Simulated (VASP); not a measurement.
Runs of VASP 6.6.1 on C. The structure is that of space group I4/mmm (No. 139), or close to it. The cells are those of the table. 

```tsv
task	cell	k mesh	cutoff (eV)	smearing	gap on the mesh (eV)	pressure (GPa)
relaxation of cell and atoms	relaxed from a = 3.244 Å, angles 98.8, 98.8, 134.0°, 4 atoms	8 × 8 × 8	600	gaussian 0.1 eV	2.53	0.0
single point	a = 3.341 Å, angles 98.1, 98.1, 135.9°, 4 atoms	8 × 8 × 8	520	gaussian 0.1 eV	2.53	0.6
relaxation of cell and atoms	relaxed from a = 3.341 Å, angles 98.1, 98.1, 135.9°, 4 atoms	10 × 10 × 10	600	gaussian 0.02 eV	2.71	-0.1
single point	a = 3.244 Å, angles 98.8, 98.8, 134.0°, 4 atoms	8 × 8 × 8	520	gaussian 0.1 eV	2.16	(a)
single point	a = 3.341 Å, angles 98.1, 98.1, 135.9°, 4 atoms	10 × 10 × 10	520	gaussian 0.02 eV	2.71	0.6
```

Alike in all rows: level PBE; potentials or basis VASP PAW PBE potentials, release 64 (C); no spin polarisation.

Question: Estimate the missing entries.

Answer: (a) 28.2.

Caveats: the relaxation stopped at its first step, so nothing moved (some runs).

A k mesh can miss the band edges.
